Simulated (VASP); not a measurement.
# Mo (Immm) in VASP: further runs

Runs on Mo. Level: PBE. Tasks: single point.

All numbers are computed with VASP 6.6.1; they aren't measurements. Logs are shortened: lines on timing, memory, paths and dates and some standing lists are left out, and cuts for length are marked.

**1. The cell of the first run**

The structure is orthorhombic, space group Immm (No. 71). Conventional cell: a = 2.744 Å, b = 3.044 Å, c = 3.692 Å, α = 90.00°, β = 90.00°, γ = 90.00°. Within 3.6 Å of Mo (site symmetry mmm) lie 12 Mo at 2.74 to 3.04 Å.

**2. Single point, PBE**

Contents of INCAR:

```
PREC = Accurate
ENCUT = 520
EDIFF = 1E-6
ISMEAR = 0
SIGMA = 0.15
LREAL = False
LASPH = True
NELM = 60
ALGO = Fast
ISIF = 2
LWAVE = False
LCHARG = True
GGA = PE
LELF = True
LVHAR = True
NBANDS = 13
```

Contents of KPOINTS:

```
regular mesh
0
Gamma
  20 20 20
```

Contents of POSCAR:

```
Mo
1.0
   -1.3721835463      1.8462493768      1.5222253816
    1.3721835463     -1.8462493768      1.5222253816
    1.3721835463      1.8462493768     -1.5222253816
Mo
1
Direct
    0.0000000000      0.0000000000      0.0000000000
```

Potentials or basis: VASP PAW PBE potentials, release 64 (Mo_sv).

Run with:

```console
cat potpaw_PBE.64/Mo_sv/POTCAR > POTCAR
mpirun -np 1 vasp_std > vasp.out
```

OUTCAR:

```text
PREC = Accurate
   ENCUT = 520
   EDIFF = 1E-6
   ISMEAR = 0
   LREAL = False
   LASPH = True
   NELM = 60
   ISIF = 2
   GGA = PE

 ion  position               nearest neighbor table
   1  0.000  0.000  0.000-

  LATTYP: Found a body centered orthorhombic cell.
 ALAT       =     2.7443670926
 B/A-ratio  =     1.1093453100
 C/A-ratio  =     1.3454828123

  Lattice vectors:

 A1 = (   1.3721835463,  -1.8462493768,  -1.5222253816)
 A2 = (  -1.3721835463,  -1.8462493768,   1.5222253816)
 A3 = (  -1.3721835463,   1.8462493768,  -1.5222253816)

Analysis of symmetry for initial positions (statically):
=====================================================================
 Subroutine PRICEL returns:
 Original cell was already a primitive cell.

 Routine SETGRP: Setting up the symmetry group for a
 body centered orthorhombic supercell.

 Subroutine GETGRP returns: Found  8 space group operations
 (whereof  8 operations were pure point group operations)
 out of a pool of  8 trial point group operations.

The static configuration has the point symmetry D_2h.

Analysis of symmetry for dynamics (positions and initial velocities):
=====================================================================
 Subroutine PRICEL returns:
 Original cell was already a primitive cell.

 Routine SETGRP: Setting up the symmetry group for a
 body centered orthorhombic supercell.

 Subroutine GETGRP returns: Found  8 space group operations
 (whereof  8 operations were pure point group operations)
 out of a pool of  8 trial point group operations.

The dynamic configuration has the point symmetry D_2h.

 Subroutine INISYM returns: Found  8 space group operations
 (whereof  8 operations are pure point group operations),
 and found     1 'primitive' translations

----------------------------------------------------------------------------------------

                                     Primitive cell

  volume of cell :      15.4256

  direct lattice vectors                    reciprocal lattice vectors
    -1.372183546  1.846249377  1.522225382     0.000000000  0.270819320  0.328466472
     1.372183546 -1.846249377  1.522225382     0.364382740  0.000000000  0.328466472
     1.372183546  1.846249377 -1.522225382     0.364382740  0.270819320  0.000000000

  length of vectors
     2.758386224  2.758386224  2.758386224     0.425715077  0.490576196  0.454002076

  position of ions in fractional coordinates (direct lattice)
     0.000000000  0.000000000  0.000000000

  ion indices of the primitive-cell ions
   primitive index   ion index
[... 83 lines left out ...]
   PSTRESS=    0.0 pullay stress
   NELECT =      14.0000    total number of electrons
   NUPDOWN=      -1.0000    fix difference up-down
   EMIN   =  10.00;   EMAX   =-10.00  energy-range for DOS
   EFERMI =   0.00;   METHOD = LEGACY
   ISMEAR =     0;   SIGMA  =   0.15  broadening in eV -4-tet -1-fermi 0-gaus
   EFERMI_NEDOS =   21; number of points for ismear=-14 and -15
   IALGO  =     68    algorithm
   IMIX   =      4    mixing-type and parameters
     AMIX     =   0.40;   BMIX     =  1.00
     AMIX_MAG =   1.60;   BMIX_MAG =  1.00
  volume/ion in A,a.u.               =      15.43       104.10
  Fermi-wavevector in a.u.,A,eV,Ry     =   1.585028  2.995269 34.182114  2.512315
  Thomas-Fermi vector in A             =   2.684556
   LORBIT       =      0    0 simple, 1 ext, 2 COOP (PROOUT), +10 PAW based schemes
   GGA     = PE    functional components
   LHFCALC =     F    Hartree Fock is set to
   AEXX    =    0.0000 exact exchange contribution
   IVDW    =     0    specifies the selected vdW correction
   LEPSILON=     F    determine dielectric tensor
   LRPA    =     F    only Hartree local field effects (RPA)
 non-spin polarized calculation
 RMM-DIIS sequential band-by-band and
 Gauss-broadening in eV      SIGMA  =   0.15
  energy-cutoff  :      520.00
  volume of cell :       15.43
 maximum number of plane-waves:       428
 NGX is ok and might be reduce to    24
   NGX = 11   NGY = 11   NGZ = 11

 number of electron      14.0000001 magnetization

 Free energy of the ion-electron system (eV)
  ---------------------------------------------------
  ext. energy  EPLUGINS =         0.00000000
  ---------------------------------------------------
  free energy    TOTEN  =       -10.54530638 eV

  energy without entropy =      -10.53413857  energy(sigma->0) =      -10.53972248

 E-fermi :  12.5722     XC(G=0): -13.4450

 val. band max:       12.5705760320   @ k =   0.2000  -0.1000   0.1000
 cond. band min:      12.5743728316   @ k =  -0.3500   0.1000   0.0500
 fundamental gap:      0.0037967997
 Fermi energy:        12.5722478126

 k-point     1 :       0.0000    0.0000    0.0000
  band No.  band energies     occupation
      1     -48.3645      2.00000
      2     -21.7316      2.00000
      3     -21.6124      2.00000
      4     -21.4634      2.00000
      5       5.5474      2.00000
      6      10.4996      2.00000
      7      12.1290      1.99997
      8      12.1855      1.99973
      9      13.6469      0.00000
     10      15.2433      0.00000
     11      25.6978      0.00000
     12      28.6915      0.00000
     13      31.1885      0.00000
[... 354 lines left out ...]
  band No.  band energies     occupation
      1     -48.1626      2.00000
      2     -22.8778      2.00000
      3     -21.7176      2.00000
      4     -21.6656      2.00000
      5       7.8059      2.00000
      6      11.6770      2.00000
      7      11.7906      2.00000
      8      12.1521      1.99993
      9      14.9517      0.00000
     10      16.5614      0.00000
     11      24.6329      0.00000
     12      26.9462      0.00000
     13      33.3202      0.00000

 [... further k-points ...]

------------------------ aborting loop because EDIFF is reached ----------------------------------------

  FORCE on cell =-STRESS in cart. coord.  units (eV):
  Direction    XX          YY          ZZ          XY          YZ          ZX
  --------------------------------------------------------------------------------------
  -------------------------------------------------------------------------------------
  Total        2.1920315      0.0598750      1.0525678      0.0000000      0.0000000     -0.0000000
  in kB      227.6752656      6.2189171    109.3249125      0.0000000      0.0000000     -0.0000000
  external PRESSURE =     114.4063651 kB  Pullay stress =       0.0000000 kB

 VOLUME and BASIS-vectors are now :
 -----------------------------------------------------------------------------
  energy-cutoff  :      520.00
  volume of cell :       15.43
      direct lattice vectors                 reciprocal lattice vectors
    -1.372183546  1.846249377  1.522225382     0.000000000  0.270819320  0.328466472
     1.372183546 -1.846249377  1.522225382     0.364382740  0.000000000  0.328466472
     1.372183546  1.846249377 -1.522225382     0.364382740  0.270819320  0.000000000

 POSITION                                       TOTAL-FORCE (eV/Angst)
 -----------------------------------------------------------------------------------
      0.00000      0.00000      0.00000        -0.000000      0.000000      0.000000
 -----------------------------------------------------------------------------------
    total drift:                                0.000000      0.000000     -0.000000

  FREE ENERGIE OF THE ION-ELECTRON SYSTEM (eV)
  ---------------------------------------------------
  free  energy   TOTEN  =       -10.5453063831 eV

  energy  without entropy=      -10.5341385689  energy(sigma->0) =      -10.53972248
```

OSZICAR:

```text
N       E                     dE             d eps       ncg     rms          rms(c)
DAV:   1     0.928473039458E+02    0.92847E+02   -0.80786E+03 30575   0.111E+03
DAV:   2    -0.996017887218E+01   -0.10281E+03   -0.99043E+02 34766   0.311E+02
DAV:   3    -0.111274325492E+02   -0.11673E+01   -0.11638E+01 33856   0.331E+01
DAV:   4    -0.111300834348E+02   -0.26509E-02   -0.26508E-02 33726   0.192E+00
DAV:   5    -0.111301004809E+02   -0.17046E-04   -0.17048E-04 34466   0.136E-01    0.148E+01
RMM:   6    -0.106198607388E+02    0.51024E+00   -0.59817E-01 30337   0.730E+00    0.465E+00
RMM:   7    -0.105481795988E+02    0.71681E-01   -0.18125E-01 31179   0.397E+00    0.864E-01
RMM:   8    -0.105454365951E+02    0.27430E-02   -0.95472E-03 34464   0.108E+00    0.129E-01
RMM:   9    -0.105453119474E+02    0.12465E-03   -0.10642E-03 34705   0.353E-01    0.615E-02
RMM:  10    -0.105453086689E+02    0.32785E-05   -0.13313E-04 35347   0.133E-01    0.112E-02
RMM:  11    -0.105453076920E+02    0.97694E-06   -0.16949E-05 34393   0.437E-02    0.746E-03
RMM:  12    -0.105453065334E+02    0.11586E-05   -0.43702E-06 27487   0.210E-02    0.131E-03
RMM:  13    -0.105453063831E+02    0.15034E-06   -0.83042E-07 20948   0.807E-03
   1 F= -.10545306E+02 E0= -.10539722E+02  d E =-.111678E-01
```

Wall time 77 s (1 thread of Intel Xeon 6975P-C (Granite Rapids), shared host); peak memory 0.32 GiB.

Results:

| Property | Result |
| --- | --- |
| Free energy | -10.5453 eV |
| Pressure | 11.4 GPa |
| Band gap on the k mesh | zero (band 7 reaches 16.61 eV, above the bottom of band 8 at 11.53 eV) |

Caveat: the cell differs from its parent crystal (strain +e along x and -e along y -0.1500, strain +e along z and -e/2 along x and y -0.0367).

**3. Single point, PBE**

Changes to INCAR since step 2:

```diff
@@ -2,3 +2,3 @@
 ENCUT = 520
-EDIFF = 1E-6
+EDIFF = 1E-7
 ISMEAR = 0
@@ -7,3 +7,3 @@
 LASPH = True
-NELM = 60
+NELM = 80
 ALGO = Fast
```

Contents of KPOINTS:

```
Automatic mesh
0
Gamma
  20 20 20
```

Contents of POSCAR:

```
Mo
1.0
   -1.3141894930      1.7882553235      1.6382134882
    1.3141894930     -1.7882553235      1.6382134882
    1.3141894930      1.7882553235     -1.6382134882
Mo
1
Direct
    0.0000000000      0.0000000000      0.0000000000
```

Potentials or basis: VASP PAW PBE potentials, release 64 (Mo_sv).

Run with:

```console
cat potpaw_PBE.64/Mo_sv/POTCAR > POTCAR
mpirun -np 1 vasp_std > vasp.out
```

It took 90 s on 1 thread of Intel Xeon 6975P-C (Granite Rapids), shared host; peak memory 0.31 GiB.

It converged, with:

| Property | Result |
| --- | --- |
| Free energy | -10.4727 eV |
| Pressure | 15.2 GPa |
| Band gap on the k mesh | zero (band 7 reaches 16.87 eV, above the bottom of band 8 at 11.07 eV) |

Stress tensor (GPa, compression positive):
```
33.37  0.00  0.00
 0.00  6.21  0.00
 0.00  0.00  5.87
```

Levels at points of the mesh, in eV from the Fermi level:
```
           k point  band 5  band 6  band 7  band 8  band 9  band 10
(0.00, 0.00, 0.00)   -7.13   -2.94   -1.00    0.33    0.94     3.05
(0.50, 0.00, 0.00)   -5.03   -1.17   -0.44    0.51    1.53     4.72
(0.00, 0.50, 0.00)   -5.43   -4.49    2.06    3.23    4.54     4.89
(0.50, 0.50, 0.00)   -5.29   -3.68    0.70    2.65    4.11     4.73
(0.50, 0.50, 0.50)   -5.68   -5.08    4.14    4.40    4.77     6.09
```

Caveat: the cell differs from its parent crystal (strain +e along x and -e along y -0.1500, strain +e along z and -e/2 along x and y +0.0367).

**4. Single point, PBE**

Contents of INCAR:

```
ALGO = Fast ; EDIFF = 1E-6
ENCUT = 520 ; GGA = PE
ISIF = 2 ; ISMEAR = 0
LASPH = True ; LCHARG = False
LREAL = False ; LWAVE = False
NBANDS = 13 ; NELM = 100
PREC = Accurate ; SIGMA = 0.15
```

Contents of KPOINTS:

```
k-points
0
Gamma
  20 20 20
```

Contents of POSCAR:

```
Mo
1.0
   -1.3431865197      1.8172523501      1.5802194349
    1.3431865197     -1.8172523501      1.5802194349
    1.3431865197      1.8172523501     -1.5802194349
Mo
1
Direct
    0.0000000000      0.0000000000      0.0000000000
```

Potentials or basis: VASP PAW PBE potentials, release 64 (Mo_sv).

Run with:

```console
cat potpaw_PBE.64/Mo_sv/POTCAR > POTCAR
mpirun -np 1 vasp_std > vasp.out
```

OUTCAR:

```text
EDIFF = 1E-6
   ENCUT = 520
   GGA = PE
   ISIF = 2
   ISMEAR = 0
   LASPH = True
   LREAL = False
   NELM = 100
   PREC = Accurate

 ion  position               nearest neighbor table
   1  0.000  0.000  0.000-

  LATTYP: Found a body centered orthorhombic cell.
 ALAT       =     2.6863730394
 B/A-ratio  =     1.1764705882
 C/A-ratio  =     1.3529411764

  Lattice vectors:

 A1 = (   1.3431865197,  -1.8172523501,  -1.5802194349)
 A2 = (  -1.3431865197,  -1.8172523501,   1.5802194349)
 A3 = (  -1.3431865197,   1.8172523501,  -1.5802194349)
[... 557 lines left out ...]
      6      11.5444      2.00000
      7      11.9897      2.00000
      8      12.1082      2.00000
      9      14.6505      0.00000
     10      16.6768      0.00000
     11      24.4442      0.00000
     12      26.8519      0.00000
     13      33.0888      0.00000

 [... further k-points ...]
[... 5 lines left out ...]
  --------------------------------------------------------------------------------------
  -------------------------------------------------------------------------------------
  Total        2.6930049      0.2805539      0.6875817      0.0000000      0.0000000     -0.0000000
  in kB      279.6525374     29.1338547     71.4012685      0.0000000      0.0000000     -0.0000000
  external PRESSURE =     126.7292202 kB  Pullay stress =       0.0000000 kB

 VOLUME and BASIS-vectors are now :
 -----------------------------------------------------------------------------
  energy-cutoff  :      520.00
  volume of cell :       15.43
      direct lattice vectors                 reciprocal lattice vectors
    -1.343186520  1.817252350  1.580219435     0.000000000  0.275140654  0.316411752
     1.343186520 -1.817252350  1.580219435     0.372249120  0.000000000  0.316411752
     1.343186520  1.817252350 -1.580219435     0.372249120  0.275140654  0.000000000

 POSITION                                       TOTAL-FORCE (eV/Angst)
 -----------------------------------------------------------------------------------
      0.00000      0.00000      0.00000        -0.000000      0.000000      0.000000
 -----------------------------------------------------------------------------------
    total drift:                                0.000000      0.000000      0.000000

  FREE ENERGIE OF THE ION-ELECTRON SYSTEM (eV)
  ---------------------------------------------------
  free  energy   TOTEN  =       -10.5221519382 eV

  energy  without entropy=      -10.5102573494  energy(sigma->0) =      -10.51620464
```

It took 71 s on 1 thread of Intel Xeon 6975P-C (Granite Rapids), shared host; peak memory 0.31 GiB.

What came out:

| Quantity | Value |
| --- | --- |
| Free energy | -10.5222 eV |
| Pressure | 12.7 GPa |
| Band gap on the k mesh | zero (band 7 reaches 16.70 eV, above the bottom of band 8 at 11.47 eV) |

Stress tensor (GPa, compression positive):
```
27.97  0.00  0.00
 0.00  2.91  0.00
 0.00  0.00  7.14
```

Levels at points of the mesh, in eV from the Fermi level:
```tsv
k point	band 5	band 6	band 7	band 8	band 9	band 10
(0.00, 0.00, 0.00)	-7.07	-2.54	-0.63	-0.06	0.97	2.87
(0.50, 0.00, 0.00)	-4.98	-0.97	-0.74	0.75	2.09	4.68
(0.00, 0.50, 0.00)	-5.39	-4.51	2.62	3.32	4.75	4.80
(0.50, 0.50, 0.00)	-5.17	-3.17	0.39	2.37	4.17	4.54
(0.50, 0.50, 0.50)	-5.57	-4.97	4.07	4.49	4.75	5.79
```

Caveat: the cell differs from its parent crystal (strain +e along x and -e along y -0.1500, strain +e along z and -e/2 along x and y +0.0000).

**5. Single point, PBE**

Contents of INCAR:

```
PREC = Accurate
ENCUT = 520
EDIFF = 1E-7
ISMEAR = 0
SIGMA = 0.15
LREAL = F
LASPH = T
NELM = 60
ALGO = Fast
ISIF = 2
LWAVE = F
LCHARG = F
GGA = PE
NBANDS = 13
```

Contents of KPOINTS:

```
regular mesh
0
Gamma
  20 20 20
```

Contents of POSCAR:

```
Mo
1.0
   -1.3352854225      1.6513293095      1.7540435727
    1.3352854225     -1.6513293095      1.7540435727
    1.3352854225      1.6513293095     -1.7540435727
Mo
1
Direct
    0.0000000000      0.0000000000      0.0000000000
```

Run with:

```console
cat potpaw_PBE.64/Mo_sv/POTCAR > POTCAR
mpirun -np 1 vasp_std > vasp.out
```

It took 77 s on 1 thread of Intel Xeon 6975P-C (Granite Rapids), shared host; peak memory 0.3 GiB.

It converged, with:

- Free energy: -10.5191 eV
- Pressure: 12.7 GPa
- Band gap on the k mesh: zero (band 7 reaches 16.76 eV, above the bottom of band 8 at 11.05 eV)

Stress tensor (GPa, compression positive):
```
32.10  0.00  0.00
 0.00  3.76  0.00
 0.00  0.00  2.23
```

Levels at points of the mesh, in eV from the Fermi level:
| k point | band 3 | band 4 | band 5 | band 6 | band 7 | band 8 | band 9 | band 10 | band 11 | band 12 |
| --- | --- | --- | --- | --- | --- | --- | --- | --- | --- | --- |
| (0.00, 0.00, 0.00) | -34.39 | -34.05 | -7.10 | -2.82 | -0.68 | 0.21 | 0.65 | 3.08 | 13.56 | 14.47 |
| (0.50, 0.00, 0.00) | -34.33 | -34.31 | -5.00 | -0.82 | -0.70 | 0.60 | 1.51 | 4.73 | 10.52 | 13.34 |
| (0.00, 0.50, 0.00) | -34.81 | -34.54 | -5.26 | -3.73 | 0.96 | 2.61 | 4.30 | 4.62 | 12.19 | 12.83 |
| (0.50, 0.50, 0.00) | -34.85 | -34.59 | -5.36 | -4.30 | 1.92 | 3.02 | 4.60 | 4.72 | 12.26 | 13.37 |
| (0.50, 0.50, 0.50) | -35.44 | -34.59 | -5.62 | -5.05 | 4.13 | 4.32 | 4.75 | 6.55 | 7.98 | 14.04 |

Caveat: the cell differs from its parent crystal (strain +e along x and -e along y -0.1000, strain +e along z and -e/2 along x and y +0.1100).

**6. The runs side by side**

| cell | further INCAR settings | gap on the mesh (eV) | pressure (GPa) |
| --- | --- | --- | --- |
| a = 2.758 Å, angles 120.3, 96.0, 113.0°, 1 atom | ALGO = Fast; EDIFF = 1e-06; NBANDS = 13 | none | 11.4 |
| a = 2.758 Å, angles 123.1, 99.2, 107.1°, 1 atom | ALGO = Fast; EDIFF = 1e-07; NBANDS = 13 | none | 15.2 |
| a = 2.757 Å, angles 121.7, 97.5, 110.1°, 1 atom | ALGO = Fast; EDIFF = 1e-06; NBANDS = 13 | none | 12.7 |
| a = 2.754 Å, angles 122.0, 106.3, 100.9°, 1 atom | ALGO = Fast; EDIFF = 1e-07; NBANDS = 13 | none | 12.7 |

Alike in all rows: task single point; level PBE; potentials or basis VASP PAW PBE potentials, release 64 (Mo_sv); no spin polarisation; k mesh 20 × 20 × 20; cutoff (eV) 520; smearing gaussian 0.15 eV.

Total energies depend on the potentials used, so only differences within one code and one set of settings carry meaning.
